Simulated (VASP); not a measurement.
# Au (Fm-3m) in VASP: further runs

Au is run at these levels: PBE, r2SCAN; tasks: single point.

Program: VASP 6.6.1. These are calculated values, not measurements. Logs are shortened: lines on timing, memory, paths and dates and some standing lists are left out, and cuts for length are marked.

### 1 The cell of the first run

It takes space group Fm-3m (No. 225, cubic). The conventional cell has a = 4.239 Å, b = 4.239 Å, c = 4.239 Å, α = 90.00°, β = 90.00°, γ = 90.00°. Au (site symmetry m-3m) has 12 Au at 3.00 Å within 3.9 Å.

### 2 Single point, PBE

Input file INCAR:

```
SYSTEM = Au
PREC = Accurate
ENCUT = 520
EDIFF = 1E-7
ISMEAR = -1
SIGMA = 0.06122561905347299
LREAL = .FALSE.
LASPH = .TRUE.
NELM = 80
ALGO = Normal
ISIF = 2
LWAVE = .FALSE.
LCHARG = .FALSE.
GGA = PE
NBANDS = 12
```

Input file KPOINTS:

```
Automatic mesh
0
G
  15 15 15
  0 0 0
```

Input file POSCAR:

```
Au
1.0
    0.0000000000      2.1194403275      2.1194403275
    2.1194403275      0.0000000000      2.1194403275
    2.1194403275      2.1194403275      0.0000000000
Au
1
Direct
    0.0000000000      0.0000000000      0.0000000000
```

Potentials or basis: VASP PAW PBE potentials, release 64 (Au).

On the command line:

```console
cat potpaw_PBE.64/Au/POTCAR > POTCAR
mpirun -np 1 vasp_std > vasp.out
```

OUTCAR:

```text
SYSTEM = Au
   PREC = Accurate
   ENCUT = 520
   EDIFF = 1E-7
   ISMEAR = -1
   LREAL = .FALSE.
   LASPH = .TRUE.
   NELM = 80
   ISIF = 2
   GGA = PE

 ion  position               nearest neighbor table
   1  0.000  0.000  0.000-

  LATTYP: Found a face centered cubic cell.
 ALAT       =     4.2388806550

  Lattice vectors:

 A1 = (   0.0000000000,   2.1194403275,   2.1194403275)
 A2 = (   2.1194403275,   0.0000000000,   2.1194403275)
 A3 = (   2.1194403275,   2.1194403275,   0.0000000000)

Analysis of symmetry for initial positions (statically):
=====================================================================
 Subroutine PRICEL returns:
 Original cell was already a primitive cell.

 Routine SETGRP: Setting up the symmetry group for a
 face centered cubic supercell.

 Subroutine GETGRP returns: Found 48 space group operations
 (whereof 48 operations were pure point group operations)
 out of a pool of 48 trial point group operations.

The static configuration has the point symmetry O_h .

Analysis of symmetry for dynamics (positions and initial velocities):
=====================================================================
 Subroutine PRICEL returns:
 Original cell was already a primitive cell.

 Routine SETGRP: Setting up the symmetry group for a
 face centered cubic supercell.

 Subroutine GETGRP returns: Found 48 space group operations
 (whereof 48 operations were pure point group operations)
 out of a pool of 48 trial point group operations.

The dynamic configuration has the point symmetry O_h .

 Subroutine INISYM returns: Found 48 space group operations
 (whereof 48 operations are pure point group operations),
 and found     1 'primitive' translations

----------------------------------------------------------------------------------------

                                     Primitive cell

  volume of cell :      19.0412

  direct lattice vectors                    reciprocal lattice vectors
     0.000000000  2.119440327  2.119440327    -0.235911336  0.235911336  0.235911336
     2.119440327  0.000000000  2.119440327     0.235911336 -0.235911336  0.235911336
     2.119440327  2.119440327  0.000000000     0.235911336  0.235911336 -0.235911336

  length of vectors
     2.997341256  2.997341256  2.997341256     0.408610421  0.408610421  0.408610421

  position of ions in fractional coordinates (direct lattice)
     0.000000000  0.000000000  0.000000000

  ion indices of the primitive-cell ions
   primitive index   ion index
                 1           1

----------------------------------------------------------------------------------------

 KPOINTS: Automatic mesh

Automatic generation of k-mesh.
 Grid dimensions read from file:
 generate k-points for:   15   15   15

 Generating k-lattice:

  Cartesian coordinates                     Fractional coordinates (reciprocal lattice)
    -0.015727422  0.015727422  0.015727422     0.066666667  0.000000000  0.000000000
     0.015727422 -0.015727422  0.015727422     0.000000000  0.066666667  0.000000000
     0.015727422  0.015727422 -0.015727422     0.000000000  0.000000000  0.066666667

  Length of vectors
     0.027240695  0.027240695  0.027240695

  Shift w.r.t. Gamma in fractional coordinates (k-lattice)
     0.000000000  0.000000000  0.000000000

 Subroutine IBZKPT returns following result:
 ===========================================

 Found    120 irreducible k-points:

 Following reciprocal coordinates:
            Coordinates               Weight
  0.000000  0.000000  0.000000      1.000000
  0.066667  0.000000  0.000000      8.000000
  0.133333  0.000000  0.000000      8.000000
  0.200000  0.000000  0.000000      8.000000
  0.266667  0.000000  0.000000      8.000000
  0.333333  0.000000  0.000000      8.000000
[... 16 lines left out ...]
  0.133333  0.133333  0.000000      6.000000
  0.200000  0.133333  0.000000     24.000000
 [... further k-points ...]
   k-points           NKPTS =    120   k-points in BZ     NKDIM =    120   number of bands    NBANDS=     12
   number of dos      NEDOS =    301   number of ions     NIONS =      1
   total plane-waves  NPLWV =  13824
   dimension x,y,z NGX =    24 NGY =   24 NGZ =   24
   dimension x,y,z NGXF=    48 NGYF=   48 NGZF=   48
   ions per type =               1
   NGX,Y,Z   is equivalent  to a cutoff of  13.31, 13.31, 13.31 a.u.
   NGXF,Y,Z  is equivalent  to a cutoff of  26.62, 26.62, 26.62 a.u.
 SYSTEM =  Au
   PREC   = accura    normal or accurate (medium, high low for compatibility)
   ISTART =      0    job   : 0-new  1-cont  2-samecut
   ICHARG =      2    charge: 1-file 2-atom 10-const
   ISPIN  =      1    spin polarized calculation?
   LNONCOLLINEAR =      F non collinear calculations
   LSORBIT =      F    spin-orbit coupling
   LASPH  =      T    aspherical Exc in radial PAW
   ENCUT  =  520.0 eV  38.22 Ry    6.18 a.u.   5.57  5.57  5.57*2*pi/ulx,y,z
   NELM   =     80;   NELMIN=  2; NELMDL= -5     # of ELM steps
   EDIFF  = 0.1E-06   stopping-criterion for ELM
   LREAL  =      F    real-space projection
   EDIFFG = 0.1E-05   stopping-criterion for IOM
   NSW    =      0    number of steps for IOM
   IBRION =     -1    ionic relax: 0-MD 1-quasi-New 2-CG
   NFREE  =      0    steps in history (QN), initial steepest desc. (CG)
   ISIF   =      2    stress and relaxation
   ISYM   =      2    0-nonsym 1-usesym 2-fastsym
   POTIM  = 0.5000    time-step for ionic-motion
   TEBEG  =    0.0;   TEEND  =   0.0 temperature during run
   PSTRESS=    0.0 pullay stress
   NELECT =      11.0000    total number of electrons
   NUPDOWN=      -1.0000    fix difference up-down
   EMIN   =  10.00;   EMAX   =-10.00  energy-range for DOS
   EFERMI =   0.00;   METHOD = LEGACY
   ISMEAR =    -1;   SIGMA  =   0.06  broadening in eV -4-tet -1-fermi 0-gaus
   EFERMI_NEDOS =   21; number of points for ismear=-14 and -15
   IALGO  =     38    algorithm
   IMIX   =      4    mixing-type and parameters
     AMIX     =   0.40;   BMIX     =  1.00
     AMIX_MAG =   1.60;   BMIX_MAG =  1.00
  volume/ion in A,a.u.               =      19.04       128.50
  Fermi-wavevector in a.u.,A,eV,Ry     =   1.363456  2.576559 25.293406  1.859013
  Thomas-Fermi vector in A             =   2.489858
   LORBIT       =      0    0 simple, 1 ext, 2 COOP (PROOUT), +10 PAW based schemes
   GGA     = PE    functional components
   LHFCALC =     F    Hartree Fock is set to
   AEXX    =    0.0000 exact exchange contribution
   IVDW    =     0    specifies the selected vdW correction
   LEPSILON=     F    determine dielectric tensor
   LRPA    =     F    only Hartree local field effects (RPA)
 non-spin polarized calculation
  energy-cutoff  :      520.00
  volume of cell :       19.04
 maximum number of plane-waves:       533
   NGX = 11   NGY = 11   NGZ = 11

 number of electron      10.9999999 magnetization

 Free energy of the ion-electron system (eV)
  ---------------------------------------------------
  ext. energy  EPLUGINS =         0.00000000
  ---------------------------------------------------
  free energy    TOTEN  =        -3.19650009 eV

  energy without entropy =       -3.19155196  energy(sigma->0) =       -3.19402603

 E-fermi :   7.8339     XC(G=0): -12.0611

 val. band max:        7.8065107444   @ k =  -0.2667   0.2667   0.0000
 cond. band min:       7.8470845772   @ k =   0.4667   0.2667   0.0000
 fundamental gap:      0.0405738327
 Fermi energy:         7.8338995749

 k-point     1 :       0.0000    0.0000    0.0000
  band No.  band energies     occupation
      1      -1.0071      2.00000
      2       3.5909      2.00000
      3       3.5909      2.00000
      4       3.5909      2.00000
      5       4.8336      2.00000
      6       4.8336      2.00000
      7      22.3476      0.00000
      8      25.7062      0.00000
      9      25.7062      0.00000
     10      25.7062      0.00000
     11      30.2791      0.00000
     12      33.8189      0.00000

 k-point     2 :       0.0667    0.0000    0.0000
  band No.  band energies     occupation
      1      -0.8668      2.00000
      2       3.5513      2.00000
      3       3.6356      2.00000
      4       3.6356      2.00000
      5       4.8152      2.00000
      6       4.8152      2.00000
      7      22.4775      0.00000
      8      24.7175      0.00000
      9      25.8381      0.00000
     10      25.8381      0.00000
     11      30.8463      0.00000
     12      32.5721      0.00000

 k-point     3 :       0.1333    0.0000    0.0000
  band No.  band energies     occupation
      1      -0.4615      2.00000
      2       3.4607      2.00000
      3       3.7432      2.00000
      4       3.7432      2.00000
      5       4.7882      2.00000
      6       4.7882      2.00000
      7      22.2559      0.00000
      8      23.2686      0.00000
      9      26.1769      0.00000
     10      26.1769      0.00000
     11      29.6722      0.00000
     12      31.6420      0.00000
[... 286 lines left out ...]
 k-point    23 :       0.1333    0.1333    0.0000
  band No.  band energies     occupation
      1      -0.2749      2.00000
      2       3.2679      2.00000
      3       3.8994      2.00000
      4       3.8994      2.00000
      5       4.5037      2.00000
      6       4.9803      2.00000
      7      23.0638      0.00000
      8      24.0999      0.00000
      9      24.5852      0.00000
     10      24.5852      0.00000
     11      29.5627      0.00000
     12      31.5003      0.00000

 k-point    24 :       0.2000    0.1333    0.0000
  band No.  band energies     occupation
      1       0.1905      2.00000
      2       3.1258      2.00000
      3       4.0085      2.00000
      4       4.0485      2.00000
      5       4.4514      2.00000
      6       5.0649      2.00000
      7      22.0473      0.00000
      8      23.4788      0.00000
      9      23.9867      0.00000
     10      25.2913      0.00000
     11      27.7421      0.00000
     12      31.3593      0.00000

 [... further k-points ...]
[... 5 lines left out ...]
  --------------------------------------------------------------------------------------
  -------------------------------------------------------------------------------------
  Total       -0.8354525     -0.8354525     -0.8354525      0.0000000      0.0000000      0.0000000
  in kB      -70.2973227    -70.2973227    -70.2973227      0.0000000      0.0000000      0.0000000
  external PRESSURE =     -70.2973227 kB  Pullay stress =       0.0000000 kB

 VOLUME and BASIS-vectors are now :
 -----------------------------------------------------------------------------
  energy-cutoff  :      520.00
  volume of cell :       19.04
      direct lattice vectors                 reciprocal lattice vectors
     0.000000000  2.119440327  2.119440327    -0.235911336  0.235911336  0.235911336
     2.119440327  0.000000000  2.119440327     0.235911336 -0.235911336  0.235911336
     2.119440327  2.119440327  0.000000000     0.235911336  0.235911336 -0.235911336

 POSITION                                       TOTAL-FORCE (eV/Angst)
 -----------------------------------------------------------------------------------
      0.00000      0.00000      0.00000        -0.000000     -0.000000      0.000000
 -----------------------------------------------------------------------------------
    total drift:                               -0.000000     -0.000000     -0.000000

  FREE ENERGIE OF THE ION-ELECTRON SYSTEM (eV)
  ---------------------------------------------------
  free  energy   TOTEN  =        -3.1965000949 eV

  energy  without entropy=       -3.1915519607  energy(sigma->0) =       -3.19402603
```

Run time: 37 s. Hardware: 1 thread of AMD EPYC 7R43 (Zen 3), shared host; peak memory 0.12 GiB.

What came out:

```yaml
Free_energy: -3.1965 eV
Pressure: -7.0 GPa
```

Caveat: spin-orbit coupling is left out, which moves the levels of the heavy elements.

(Continued in part 2 of 2.)
